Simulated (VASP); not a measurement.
# Pd in VASP: further runs, part 2 of 2

VASP 6.6.1. Earlier steps stand in the parts before.

## Step 4: Single point, PBE (strain -0.025 along x and y, +0.000 along z)

The input, INCAR:

```
SYSTEM = Pd
ALGO = Fast
EDIFF = 1E-6
ENCUT = 520
GGA = PE
ISIF = 2
ISMEAR = 0
LASPH = .True.
LCHARG = .False.
LREAL = .False.
LWAVE = .False.
NBANDS = 11
NELM = 60
PREC = Accurate
SIGMA = 0.15
```

The input, KPOINTS:

```
k-points
0
Gamma
  20 20 20
  0 0 0
```

The input, POSCAR:

```
Pd
1.0
    0.0000000000      1.8962775000      1.9449000000
    1.8962775000      0.0000000000      1.9449000000
    1.8962775000      1.8962775000      0.0000000000
Pd
1
Direct
    0.0000000000      0.0000000000      0.0000000000
```

Potentials or basis: VASP PAW PBE potentials, release 64 (Pd).

Started as:

```bash
cat potpaw_PBE.64/Pd/POTCAR > POTCAR
mpirun -np 1 vasp_std > vasp.out
```

OUTCAR:

```text
SYSTEM = Pd
   EDIFF = 1E-6
   ENCUT = 520
   GGA = PE
   ISIF = 2
   ISMEAR = 0
   LASPH = .True.
   LREAL = .False.
   NELM = 60
   PREC = Accurate

 ion  position               nearest neighbor table
   1  0.000  0.000  0.000-

  LATTYP: Found a body centered tetragonal cell.
 ALAT       =     2.6817413585
 C/A-ratio  =     1.4504754486

  Lattice vectors:

 A1 = (  -1.8962775000,   0.0000000000,   1.9449000000)
 A2 = (   1.8962775000,   0.0000000000,   1.9449000000)
 A3 = (   0.0000000000,   1.8962775000,  -1.9449000000)

Analysis of symmetry for initial positions (statically):
=====================================================================
 Subroutine PRICEL returns:
 Original cell was already a primitive cell.

 Routine SETGRP: Setting up the symmetry group for a
 body centered tetragonal supercell.

 Subroutine GETGRP returns: Found 16 space group operations
 (whereof 16 operations were pure point group operations)
 out of a pool of 16 trial point group operations.

The static configuration has the point symmetry D_4h.

[... 166 lines left out ...]
 k-point     1 :       0.0000    0.0000    0.0000
  band No.  band energies     occupation
      1       3.1491      2.00000
      2       7.4420      2.00000
      3       7.7012      2.00000
      4       7.7012      2.00000
      5       9.2277      2.00000
      6       9.5015      2.00000
      7      27.9232      0.00000
      8      32.5561      0.00000
      9      33.2208      0.00000
     10      33.2208      0.00000
     11      38.3544      0.00000
[... 309 lines left out ...]
 k-point    24 :      -0.3500    0.0500    0.0000
  band No.  band energies     occupation
      1       5.1633      2.00000
      2       7.5633      2.00000
      3       7.8630      2.00000
      4       9.1353      2.00000
      5      10.0420      2.00000
      6      10.8373      0.19734
      7      21.4383      0.00000
      8      27.9429      0.00000
      9      32.3299      0.00000
     10      34.3927      0.00000
     11      37.5796      0.00000

 [... further k-points ...]

------------------------ aborting loop because EDIFF is reached ----------------------------------------

  FORCE on cell =-STRESS in cart. coord.  units (eV):
  Direction    XX          YY          ZZ          XY          YZ          ZX
  --------------------------------------------------------------------------------------
  -------------------------------------------------------------------------------------
  Total        1.7513213      1.7513213      1.5746482      0.0000000      0.0000000      0.0000000
  in kB      200.6066683    200.6066683    180.3694867      0.0000000      0.0000000      0.0000000
  external PRESSURE =     193.8609411 kB  Pullay stress =       0.0000000 kB

 VOLUME and BASIS-vectors are now :
 -----------------------------------------------------------------------------
  energy-cutoff  :      520.00
  volume of cell :       13.99
      direct lattice vectors                 reciprocal lattice vectors
     0.000000000  1.896277500  1.944900000    -0.263674489  0.263674489  0.257082626
     1.896277500  0.000000000  1.944900000     0.263674489 -0.263674489  0.257082626
     1.896277500  1.896277500  0.000000000     0.263674489  0.263674489 -0.257082626

 POSITION                                       TOTAL-FORCE (eV/Angst)
 -----------------------------------------------------------------------------------
      0.00000      0.00000      0.00000        -0.000000      0.000000      0.000000
 -----------------------------------------------------------------------------------
    total drift:                                0.000000      0.000000      0.000000

  FREE ENERGIE OF THE ION-ELECTRON SYSTEM (eV)
  ---------------------------------------------------
  free  energy   TOTEN  =        -5.1555269708 eV

  energy  without entropy=       -5.1303007724  energy(sigma->0) =       -5.14291387
```

OSZICAR:

```text
N       E                     dE             d eps       ncg     rms          rms(c)
DAV:   1     0.429299571007E+02    0.42930E+02   -0.51844E+03 14134   0.861E+02
DAV:   2    -0.491132618891E+01   -0.47841E+02   -0.46285E+02 15697   0.186E+02
DAV:   3    -0.544688054437E+01   -0.53555E+00   -0.53364E+00 17032   0.211E+01
DAV:   4    -0.544900545527E+01   -0.21249E-02   -0.21246E-02 17276   0.138E+00
DAV:   5    -0.544902562448E+01   -0.20169E-04   -0.20169E-04 18589   0.125E-01    0.907E+00
RMM:   6    -0.517557534534E+01    0.27345E+00   -0.33658E-01 15010   0.545E+00    0.449E+00
RMM:   7    -0.515981218971E+01    0.15763E-01   -0.11076E-02 16676   0.119E+00    0.220E+00
RMM:   8    -0.515553821263E+01    0.42740E-02   -0.20105E-03 16722   0.420E-01    0.137E-01
RMM:   9    -0.515551750406E+01    0.20709E-04   -0.21574E-04 18572   0.133E-01    0.393E-02
RMM:  10    -0.515552542728E+01   -0.79232E-05   -0.50524E-05 18312   0.557E-02    0.530E-03
RMM:  11    -0.515552661684E+01   -0.11896E-05   -0.15964E-05 18406   0.270E-02    0.596E-03
RMM:  12    -0.515552697082E+01   -0.35398E-06   -0.33629E-06 15070   0.129E-02
   1 F= -.51555270E+01 E0= -.51429139E+01  d E =-.252262E-01
```

It took 1.8 min on 1 thread of Intel Xeon 8259CL, shared host; peak memory 0.21 GiB.

Results:

```yaml
Free_energy: -5.1555 eV
Pressure: 19.4 GPa
Band_gap_on_the_k_mesh: zero (bands 5 and 6 overlap by 1.84 eV)
```

Levels at points of the mesh, in eV from the Fermi level:
| k point | band 1 | band 2 | band 3 | band 4 | band 5 | band 6 | band 7 | band 8 | band 9 | band 10 |
| --- | --- | --- | --- | --- | --- | --- | --- | --- | --- | --- |
| (0.00, 0.00, 0.00) | -7.55 | -3.26 | -3.00 | -3.00 | -1.47 | -1.20 | 17.22 | 21.86 | 22.52 | 22.52 |
| (0.50, 0.00, 0.00) | -5.72 | -3.26 | -3.02 | -0.08 | 0.04 | 0.91 | 7.77 | 16.57 | 21.40 | 21.90 |
| (0.50, 0.50, 0.00) | -5.86 | -5.55 | -0.04 | 0.32 | 0.32 | 3.02 | 10.88 | 13.84 | 13.84 | 22.65 |
| (0.50, 0.00, 0.50) | -5.86 | -5.54 | -0.06 | 0.23 | 0.43 | 3.53 | 11.58 | 13.26 | 13.45 | 22.25 |

Caveat: the cell differs from its parent crystal (strain -0.025 along x and y, +0.000 along z); the cell stands under pressure.

## Step 5: Overview

| cell | gap on the mesh (eV) | pressure (GPa) |
| --- | --- | --- |
| a = 2.613 Å, angles 60.0°, 1 atom | none | 54.9 |
| a = 2.718, b = 2.718, c = 2.613 Å, angles 61.3, 61.3, 57.5°, 1 atom | none | 27.7 |
| a = 2.716, b = 2.716, c = 2.682 Å, angles 60.4, 60.4, 59.2°, 1 atom | none | 19.4 |

Alike in all rows: task single point; level PBE; potentials or basis VASP PAW PBE potentials, release 64 (Pd); no spin polarisation; k mesh 20 × 20 × 20; cutoff (eV) 520; smearing gaussian 0.15 eV.

Caveats: the cell stands under pressure.

Absolute energies hang on the potentials; compare differences alone.
